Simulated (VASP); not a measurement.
A run of VASP 6.6.1 is set up as follows.

The input INCAR:

```
PREC     = Accurate       # precision mode
ENCUT    = 520            # plane-wave cutoff, eV
EDIFF    = 1E-6           # SCF threshold, eV
ISMEAR   = 0              # smearing method
SIGMA    = 0.1            # smearing width, eV
LREAL    = F              # projectors in reciprocal space
LASPH    = T              # aspherical terms in the spheres
NELM     = 60             # most SCF steps
ALGO     = Fast           # electronic algorithm
ISIF     = 2              # what is computed and relaxed
LWAVE    = F              # write WAVECAR
LCHARG   = F              # write CHGCAR
GGA      = PS             # functional
NBANDS   = 16             # bands
```

File KPOINTS:

```
Automatic mesh
0
Gamma
  12 12 12
```

File POSCAR:

```
AlRu
1.0
    2.9705989680      0.0236336400     -0.0897480000
    0.0236336400      2.8628714520      0.0248901120
   -0.0897480000      0.0248901120      3.0092504400
Al Ru
1 1
Direct
    0.0303148817     -0.0083968445     -0.0113083300
    0.4696851183      0.5083968445      0.5113083300
```

Potentials or basis: VASP PAW PBE potentials, release 64 (Al, Ru_pv).

Command:

```console
$ cat potpaw_PBE.64/Al/POTCAR potpaw_PBE.64/Ru_pv/POTCAR > POTCAR
$ mpirun -np 1 vasp_std > vasp.out
```

(1) Predict the largest force.

(2) Predict the pressure.

Results:

(1) 1.686 eV/Å.

(2) 11.5 GPa.

Caveat: the cell differs from its parent crystal (atoms moved at random and the cell strained at random); the PAW data sets were made with another functional, which shifts forces and pressure a little.
